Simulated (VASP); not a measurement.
# TiCo2 (Fd-3m) in VASP: notebook, part 2 of 2

VASP 6.6.1. Earlier steps stand in the parts before.

## 4. Single point, PBEsol, collinear spin, ferrimagnetic start

This run uses another cell than the first one, of 11.74 Å³/atom, 0.930 times its volume.

INCAR

```
PREC = Accurate ; ENCUT = 520
EDIFF = 1E-6 ; ISMEAR = 0
SIGMA = 0.1 ; LREAL = False
LASPH = True ; NELM = 150
ALGO = Normal ; ISIF = 2
LWAVE = False ; LCHARG = True
ISPIN = 2 ; MAGMOM = -0.31 -0.31 0.82 0.82 0.82 0.82
LORBIT = 11 ; LMAXMIX = 4
GGA = PS ; LELF = True
LVHAR = True ; NBANDS = 43
```

KPOINTS

```
regular mesh
0
Gamma
  2 2 2
```

POSCAR

```
TiCo2
1.0
    0.0000000000      3.2779904319      3.2779904319
    3.2779904319      0.0000000000      3.2779904319
    3.2779904319      3.2779904319      0.0000000000
Ti Co
2 4
Direct
    0.5000000000      0.5000000000      0.5000000000
    0.7500000000      0.7500000000      0.7500000000
    0.1250000000      0.1250000000      0.1250000000
    0.6250000000      0.1250000000      0.1250000000
    0.1250000000      0.1250000000      0.6250000000
    0.1250000000      0.6250000000      0.1250000000
```

Potentials or basis: VASP PAW PBE potentials, release 64 (Ti_sv, Co).

On the command line:

```bash
$ cat potpaw_PBE.64/Ti_sv/POTCAR potpaw_PBE.64/Co/POTCAR > POTCAR
$ mpirun -np 1 vasp_std > vasp.out
```

OUTCAR:

```text
PREC = Accurate
   ENCUT = 520
   EDIFF = 1E-6
   ISMEAR = 0
   LREAL = False
   LASPH = True
   NELM = 150
   ISIF = 2
   ISPIN = 2
   LORBIT = 11
   GGA = PS

 ion  position               nearest neighbor table
   1  0.500  0.500  0.500-   3 2.72   6 2.72   3 2.72   4 2.72   3 2.72   4 2.72   6 2.72   4 2.72
                             5 2.72   6 2.72   5 2.72   5 2.72   2 2.84   2 2.84   2 2.84   2 2.84
   2  0.750  0.750  0.750-   4 2.72   5 2.72   6 2.72   3 2.72   4 2.72   6 2.72   3 2.72   4 2.72
                             3 2.72   6 2.72   5 2.72   5 2.72   1 2.84   1 2.84   1 2.84   1 2.84
   3  0.125  0.125  0.125-   4 2.32   5 2.32   6 2.32   5 2.32   6 2.32   4 2.32   1 2.72   2 2.72
                             1 2.72   2 2.72   1 2.72   2 2.72
   4  0.625  0.125  0.125-   3 2.32   5 2.32   6 2.32   3 2.32   5 2.32   6 2.32   2 2.72   1 2.72
                             1 2.72   2 2.72   2 2.72   1 2.72
   5  0.125  0.125  0.625-   3 2.32   3 2.32   4 2.32   6 2.32   6 2.32   4 2.32   1 2.72   2 2.72
                             1 2.72   2 2.72   1 2.72   2 2.72
[... 498 lines left out ...]
      2.45849      2.45849      0.81950         0.000000      0.000000      0.000000
      2.45849      0.81950      2.45849         0.000000      0.000000      0.000000
 -----------------------------------------------------------------------------------
    total drift:                                0.000000      0.000000      0.000000

  FREE ENERGIE OF THE ION-ELECTRON SYSTEM (eV)
  ---------------------------------------------------
  free  energy   TOTEN  =       -49.7496019269 eV

  energy  without entropy=      -49.6928363208  energy(sigma->0) =      -49.72121912

 total charge

# of ion       s       p       d       tot
------------------------------------------
    1        2.228   6.169   1.862  10.258
    2        2.228   6.169   1.862  10.258
    3        0.562   0.563   7.417   8.541
    4        0.562   0.563   7.417   8.541
    5        0.562   0.563   7.417   8.541
    6        0.562   0.563   7.417   8.541
--------------------------------------------------
tot          6.704  14.588  33.391  54.683

 magnetization (x)

# of ion       s       p       d       tot
------------------------------------------
    1        0.007   0.004   0.170   0.182
    2        0.007   0.004   0.170   0.182
    3       -0.002   0.003   0.086   0.088
    4       -0.002   0.003   0.086   0.088
    5       -0.002   0.003   0.086   0.088
    6       -0.002   0.003   0.086   0.088
--------------------------------------------------
tot          0.008   0.019   0.686   0.713
```

OSZICAR:

```text
N       E                     dE             d eps       ncg     rms          rms(c)
DAV:   1     0.601089196808E+03    0.60109E+03   -0.26711E+04   516   0.186E+03
DAV:   2     0.138741810433E+02   -0.58722E+03   -0.56364E+03   516   0.464E+02
[... 11 lines left out ...]
DAV:  14    -0.497494266743E+02    0.39175E-03   -0.62117E-04   686   0.220E-01    0.143E-01
DAV:  15    -0.497495352077E+02   -0.10853E-03   -0.12880E-04   616   0.898E-02    0.105E-01
DAV:  16    -0.497495958131E+02   -0.60605E-04   -0.99379E-05   632   0.799E-02    0.633E-02
DAV:  17    -0.497496031533E+02   -0.73402E-05   -0.82882E-05   600   0.715E-02    0.169E-02
DAV:  18    -0.497496011023E+02    0.20510E-05   -0.21358E-05   589   0.357E-02    0.862E-03
DAV:  19    -0.497496019269E+02   -0.82459E-06   -0.23424E-06   381   0.152E-02
   1 F= -.49749602E+02 E0= -.49721219E+02  d E =-.567656E-01  mag=     0.8163
```

stdout:

```text
POSCAR found type information on POSCAR TiCo
 POSCAR found :  2 types and       6 ions
 scaLAPACK will be used
 -----------------------------------------------------------------------------
|                                                                             |
|                                                                             |
|     You enforced a specific xc type in the INCAR file but a different       |
|     I HOPE YOU KNOW WHAT YOU ARE DOING!                                     |
|                                                                             |
 -----------------------------------------------------------------------------

 LDA part: xc-table for (Slater+PW92), standard interpolation
 POSCAR, INCAR and KPOINTS ok, starting setup
 FFT: planning ... GRIDC
 FFT: planning ... GRID_SOFT
 FFT: planning ... GRID
 WAVECAR not read
 entering main loop
```

It took 51 s on 1 thread of Intel Xeon 6975P-C, shared host; peak memory 0.24 GiB.

What came out:

| Property | Result |
| --- | --- |
| Free energy | -49.7496 eV |
| Pressure | -0.6 GPa |
| Net moment | 0.81 μB per cell |
| Site moments | Ti +0.18; Co +0.09 μB |
| Valence electrons inside the program's atomic spheres | Ti 10.26; Co 8.54 |

Caveat: the k points lie up to 0.83 Å⁻¹ apart; the PAW data sets were made with another functional, which shifts forces and pressure a little.

## 5. Summary

```csv
task,cell,k mesh,cutoff (eV),gap on the mesh (eV),pressure (GPa),moment (μB)
single point,"a = 4.749 Å, angles 60.0°, 6 atoms",1 × 1 × 1,520,0.14,-9.2,3.46
relaxation of cell and atoms,"relaxed from a = 4.740 Å, angles 60.0°, 6 atoms",1 × 1 × 1,600,0.50,-0.1,2.94
single point,"a = 4.636 Å, angles 60.0°, 6 atoms",2 × 2 × 2,520,none,-0.6,0.81
```

Alike in all rows: level PBEsol; potentials or basis VASP PAW PBE potentials, release 64 (Ti_sv, Co); spin collinear, ferrimagnetic start; smearing gaussian 0.1 eV.

Caveats: all runs use coarse meshes; the PAW data sets were made with another functional, which shifts forces and pressure a little.

Total energies depend on the potentials used, so only differences within one code and one set of settings carry meaning.
